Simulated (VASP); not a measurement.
# CsBa3 (I4/mmm) in VASP: relaxation of the atoms with PBE

Aim: the relaxation of the atoms of CsBa3 with PBE.

Everything below comes from runs of VASP 6.6.1. Logs are shortened: lines on timing, memory, paths and dates and some standing lists are left out, and cuts for length are marked.

### 1 The cell of the first run

It takes space group I4/mmm (No. 139, tetragonal). Conventional cell: a = 7.310 Å, b = 7.310 Å, c = 10.443 Å, α = 90.00°, β = 90.00°, γ = 90.00°. Within 5.9 Å of Ba (site symmetry 4/mmm) lie 8 Ba at 4.49 Å and 6 Cs at 5.17 to 5.22 Å. Ba (site symmetry -4m2) has 10 Ba at 4.49 to 5.22 Å and 4 Cs at 4.49 Å within 5.9 Å. Cs (site symmetry 4/mmm) has 14 Ba at 4.49 to 5.22 Å within 5.9 Å.

### 2 Relaxation of the atoms, PBE

File INCAR:

```
SYSTEM = CsBa3
PREC = Accurate ; ENCUT = 520
EDIFF = 1E-6 ; ISMEAR = -1
SIGMA = 0.05 ; LREAL = .FALSE.
LASPH = .TRUE. ; NELM = 80
ALGO = Fast ; ISIF = 2
LWAVE = .FALSE. ; LCHARG = .FALSE.
GGA = PE ; IBRION = 2
NSW = 60 ; EDIFFG = -0.01
```

File KPOINTS:

```
regular mesh
0
G
  4 4 4
  0 0 0
```

File POSCAR:

```
CsBa3
1.0
    0.0000000000      5.1690711600      5.2212840000
    5.1690711600      0.0000000000      5.2212840000
    5.1690711600      5.1690711600      0.0000000000
Ba Cs
3 1
Direct
    0.5000000000      0.5000000000      0.5000000000
    0.7500000000      0.7500000000      0.7500000000
    0.2500000000      0.2500000000      0.2500000000
    0.0000000000      0.0000000000      0.0000000000
```

Potentials or basis: VASP PAW PBE potentials, release 64 (Ba_sv, Cs_sv).

Launch:

```console
> cat potpaw_PBE.64/Ba_sv/POTCAR potpaw_PBE.64/Cs_sv/POTCAR > POTCAR
> mpirun -np 1 vasp_std > vasp.out
```

OUTCAR:

```text
SYSTEM = CsBa3
   PREC = Accurate
   ENCUT = 520
   EDIFF = 1E-6
   ISMEAR = -1
   LREAL = .FALSE.
   LASPH = .TRUE.
   NELM = 80
   ISIF = 2
   GGA = PE
   IBRION = 2
   NSW = 60
   EDIFFG = -0.01

 ion  position               nearest neighbor table
   1  0.500  0.500  0.500-   3 4.49   3 4.49   2 4.49   2 4.49   3 4.49   2 4.49   3 4.49   2 4.49

   2  0.750  0.750  0.750-   1 4.49   1 4.49   1 4.49   1 4.49
   3  0.250  0.250  0.250-   1 4.49   1 4.49   1 4.49   1 4.49
   4  0.000  0.000  0.000-

  LATTYP: Found a body centered tetragonal cell.
 ALAT       =     7.3101705393
 C/A-ratio  =     1.4284985479

  Lattice vectors:

 A1 = (  -5.1690711600,   0.0000000000,   5.2212840000)
 A2 = (   5.1690711600,   0.0000000000,   5.2212840000)
 A3 = (   0.0000000000,   5.1690711600,  -5.2212840000)

Analysis of symmetry for initial positions (statically):
=====================================================================
 Subroutine PRICEL returns:
 Original cell was already a primitive cell.

 Routine SETGRP: Setting up the symmetry group for a
 body centered tetragonal supercell.

 Subroutine GETGRP returns: Found 16 space group operations
 (whereof 16 operations were pure point group operations)
 out of a pool of 16 trial point group operations.

The static configuration has the point symmetry D_4h.

Analysis of symmetry for dynamics (positions and initial velocities):
=====================================================================
 Subroutine PRICEL returns:
 Original cell was already a primitive cell.

 Routine SETGRP: Setting up the symmetry group for a
 body centered tetragonal supercell.

 Subroutine GETGRP returns: Found 16 space group operations
 (whereof 16 operations were pure point group operations)
 out of a pool of 16 trial point group operations.

The dynamic configuration has the point symmetry D_4h.

 Subroutine INISYM returns: Found 16 space group operations
 (whereof 16 operations are pure point group operations),
 and found     1 'primitive' translations

----------------------------------------------------------------------------------------

                                     Primitive cell

  volume of cell :     279.0181

  direct lattice vectors                    reciprocal lattice vectors
     0.000000000  5.169071160  5.221284000    -0.096729177  0.096729177  0.095761885
     5.169071160  0.000000000  5.221284000     0.096729177 -0.096729177  0.095761885
     5.169071160  5.169071160  0.000000000     0.096729177  0.096729177 -0.095761885

  length of vectors
     7.347183356  7.347183356  7.310170539     0.166983251  0.166983251  0.166983251

  position of ions in fractional coordinates (direct lattice)
     0.500000000  0.500000000  0.500000000
     0.750000000  0.750000000  0.750000000
     0.250000000  0.250000000  0.250000000
     0.000000000  0.000000000  0.000000000

  ion indices of the primitive-cell ions
   primitive index   ion index
                 1           1
                 2           2
                 3           3
                 4           4

----------------------------------------------------------------------------------------

 KPOINTS: regular mesh

Automatic generation of k-mesh.
 Grid dimensions read from file:
 generate k-points for:    4    4    4

 Generating k-lattice:

  Cartesian coordinates                     Fractional coordinates (reciprocal lattice)
    -0.024182294  0.024182294  0.023940471     0.250000000  0.000000000  0.000000000
     0.024182294 -0.024182294  0.023940471     0.000000000  0.250000000  0.000000000
     0.024182294  0.024182294 -0.023940471    -0.000000000 -0.000000000  0.250000000

  Length of vectors
     0.041745813  0.041745813  0.041745813

  Shift w.r.t. Gamma in fractional coordinates (k-lattice)
     0.000000000  0.000000000  0.000000000

 Subroutine IBZKPT returns following result:
 ===========================================

 Found     13 irreducible k-points:

 Following reciprocal coordinates:
            Coordinates               Weight
  0.000000  0.000000  0.000000      1.000000
  0.250000  0.000000  0.000000      8.000000
  0.500000  0.000000  0.000000      4.000000
  0.250000  0.250000  0.000000      2.000000
  0.500000  0.250000  0.000000      8.000000
 -0.250000  0.250000  0.000000      4.000000
  0.500000  0.500000  0.000000      1.000000
  0.250000  0.000000  0.250000      4.000000
  0.500000  0.000000  0.250000     16.000000
 -0.250000  0.000000  0.250000      8.000000
 -0.250000  0.500000  0.250000      4.000000
  0.500000  0.000000  0.500000      2.000000
 -0.250000  0.250000  0.500000      2.000000
   k-points           NKPTS =     13   k-points in BZ     NKDIM =     13   number of bands    NBANDS=     23
   number of dos      NEDOS =    301   number of ions     NIONS =      4
   total plane-waves  NPLWV = 169344
   dimension x,y,z NGX =    56 NGY =   56 NGZ =   54
   dimension x,y,z NGXF=   112 NGYF=  112 NGZF=  108
   ions per type =               3   1
   NGX,Y,Z   is equivalent  to a cutoff of  12.67, 12.67, 12.28 a.u.
   NGXF,Y,Z  is equivalent  to a cutoff of  25.34, 25.34, 24.56 a.u.
 SYSTEM =  CsBa3
   PREC   = accura    normal or accurate (medium, high low for compatibility)
   ISTART =      0    job   : 0-new  1-cont  2-samecut
   ICHARG =      2    charge: 1-file 2-atom 10-const
   ISPIN  =      1    spin polarized calculation?
   LNONCOLLINEAR =      F non collinear calculations
   LSORBIT =      F    spin-orbit coupling
   LASPH  =      T    aspherical Exc in radial PAW
   ENCUT  =  520.0 eV  38.22 Ry    6.18 a.u.  13.66 13.66 13.59*2*pi/ulx,y,z
   NELM   =     80;   NELMIN=  2; NELMDL= -5     # of ELM steps
   EDIFF  = 0.1E-05   stopping-criterion for ELM
   LREAL  =      F    real-space projection
   EDIFFG = -.1E-01   stopping-criterion for IOM
   NSW    =     60    number of steps for IOM
   IBRION =      2    ionic relax: 0-MD 1-quasi-New 2-CG
   NFREE  =      1    steps in history (QN), initial steepest desc. (CG)
   ISIF   =      2    stress and relaxation
   ISYM   =      2    0-nonsym 1-usesym 2-fastsym
   POTIM  = 0.5000    time-step for ionic-motion
   TEBEG  =    0.0;   TEEND  =   0.0 temperature during run
   PSTRESS=    0.0 pullay stress
   NELECT =      39.0000    total number of electrons
   NUPDOWN=      -1.0000    fix difference up-down
   EMIN   =  10.00;   EMAX   =-10.00  energy-range for DOS
   EFERMI =   0.00;   METHOD = LEGACY
   ISMEAR =    -1;   SIGMA  =   0.05  broadening in eV -4-tet -1-fermi 0-gaus
   EFERMI_NEDOS =   21; number of points for ismear=-14 and -15
   IALGO  =     68    algorithm
   IMIX   =      4    mixing-type and parameters
     AMIX     =   0.40;   BMIX     =  1.00
     AMIX_MAG =   1.60;   BMIX_MAG =  1.00
  volume/ion in A,a.u.               =      69.75       470.73
  Fermi-wavevector in a.u.,A,eV,Ry     =   0.849609  1.605528  9.821159  0.721835
  Thomas-Fermi vector in A             =   1.965456
   LORBIT       =      0    0 simple, 1 ext, 2 COOP (PROOUT), +10 PAW based schemes
   GGA     = PE    functional components
   LHFCALC =     F    Hartree Fock is set to
   AEXX    =    0.0000 exact exchange contribution
   IVDW    =     0    specifies the selected vdW correction
   LEPSILON=     F    determine dielectric tensor
   LRPA    =     F    only Hartree local field effects (RPA)
 conjugate gradient relaxation of ions
 non-spin polarized calculation
 RMM-DIIS sequential band-by-band and
  energy-cutoff  :      520.00
  volume of cell :      279.02
 maximum number of plane-waves:      7535
 NGX is ok and might be reduce to    56
   NGX = 27   NGY = 27   NGZ = 27

 number of electron      39.0000000 magnetization

 Free energy of the ion-electron system (eV)
  ---------------------------------------------------
  ext. energy  EPLUGINS =         0.00000000
  ---------------------------------------------------
  free energy    TOTEN  =        -5.96900488 eV

  energy without entropy =       -5.89692983  energy(sigma->0) =       -5.93296736

 E-fermi :   1.3924     XC(G=0):  -7.0381

 val. band max:        1.3713245792   @ k =   0.2500   0.0000   0.2500
 cond. band min:       1.4026082457   @ k =  -0.2500   0.0000   0.2500
 fundamental gap:      0.0312836665
 Fermi energy:         1.3923549210

 k-point     1 :       0.0000    0.0000    0.0000
  band No.  band energies     occupation
      1     -27.8270      2.00000
      2     -27.8200      2.00000
      3     -27.6802      2.00000
      4     -21.4101      2.00000
      5     -13.0055      2.00000
      6     -13.0042      2.00000
[... 15 lines left out ...]
     22       2.0212      0.00001
     23       2.0229      0.00001

 k-point     2 :       0.2500    0.0000    0.0000
  band No.  band energies     occupation
      1     -27.8255      2.00000
      2     -27.8207      2.00000
      3     -27.6810      2.00000
      4     -21.4102      2.00000
      5     -13.0293      2.00000
      6     -13.0244      2.00000
[... 15 lines left out ...]
     22       1.9986      0.00001
     23       2.0138      0.00001

 k-point     3 :       0.5000    0.0000    0.0000
  band No.  band energies     occupation
      1     -27.8230      2.00000
      2     -27.8225      2.00000
      3     -27.6817      2.00000
      4     -21.4103      2.00000
      5     -13.0344      2.00000
      6     -13.0334      2.00000
[... 15 lines left out ...]
     22       1.8447      0.00024
     23       1.8653      0.00016
[... 209 lines left out ...]
 k-point    12 :       0.5000    0.0000    0.5000
  band No.  band energies     occupation
      1     -27.8232      2.00000
      2     -27.8217      2.00000
      3     -27.6822      2.00000
      4     -21.4104      2.00000
      5     -13.0720      2.00000
      6     -13.0706      2.00000
[... 15 lines left out ...]
     22       2.1940      0.00000
     23       2.2000      0.00000

 k-point    13 :      -0.2500    0.2500    0.5000
  band No.  band energies     occupation
      1     -27.8225      2.00000
      2     -27.8225      2.00000
      3     -27.6823      2.00000
      4     -21.4104      2.00000
      5     -13.0706      2.00000
      6     -13.0230      2.00000
[... 15 lines left out ...]
     22       2.1054      0.00000
     23       2.3527      0.00000

------------------------ aborting loop because EDIFF is reached ----------------------------------------

  FORCE on cell =-STRESS in cart. coord.  units (eV):
  Direction    XX          YY          ZZ          XY          YZ          ZX
  --------------------------------------------------------------------------------------
  -------------------------------------------------------------------------------------
  Total        0.3018338      0.3018338      0.3040425      0.0000000      0.0000000      0.0000000
  in kB        1.7331897      1.7331897      1.7458725      0.0000000      0.0000000      0.0000000
  external PRESSURE =       1.7374173 kB  Pullay stress =       0.0000000 kB

 VOLUME and BASIS-vectors are now :
 -----------------------------------------------------------------------------
  energy-cutoff  :      520.00
  volume of cell :      279.02
      direct lattice vectors                 reciprocal lattice vectors
     0.000000000  5.169071160  5.221284000    -0.096729177  0.096729177  0.095761885
     5.169071160  0.000000000  5.221284000     0.096729177 -0.096729177  0.095761885
     5.169071160  5.169071160  0.000000000     0.096729177  0.096729177 -0.095761885

 POSITION                                       TOTAL-FORCE (eV/Angst)
 -----------------------------------------------------------------------------------
      5.16907      5.16907      5.22128        -0.000000      0.000000      0.000000
      7.75361      7.75361      7.83193         0.000000      0.000000     -0.000000
      2.58454      2.58454      2.61064        -0.000000     -0.000000      0.000000
      0.00000      0.00000      0.00000        -0.000000      0.000000      0.000000
 -----------------------------------------------------------------------------------
    total drift:                               -0.000000      0.000000      0.000000

  FREE ENERGIE OF THE ION-ELECTRON SYSTEM (eV)
  ---------------------------------------------------
  free  energy   TOTEN  =        -5.9690048842 eV

  energy  without entropy=       -5.8969298308  energy(sigma->0) =       -5.93296736

 reached required accuracy - stopping structural energy minimisation
```

Run time: 3.3 min. Hardware: 1 thread of Intel Xeon Platinum 8259CL at 2.50GHz (Skylake/Cascade Lake), shared host; peak memory 0.46 GiB.

Results:

```yaml
Free_energy: -5.9690 eV
Pressure_after_relaxing: 0.2 GPa
Band_gap_on_the_k_mesh: zero (an odd number of electrons rules out a gap without spin polarisation)
```

Final structure:
```
Ba Cs
1.0
     0.00000    5.16907    5.22128
     5.16907    0.00000    5.22128
     5.16907    5.16907    0.00000
Ba Cs
3 1
Direct
  0.50000 0.50000 0.50000
  0.75000 0.75000 0.75000
  0.25000 0.25000 0.25000
  0.00000 0.00000 0.00000
```

Caveat: the relaxation stopped at its first step, so nothing moved; spin-orbit coupling is left out, which moves the levels of the heavy elements.
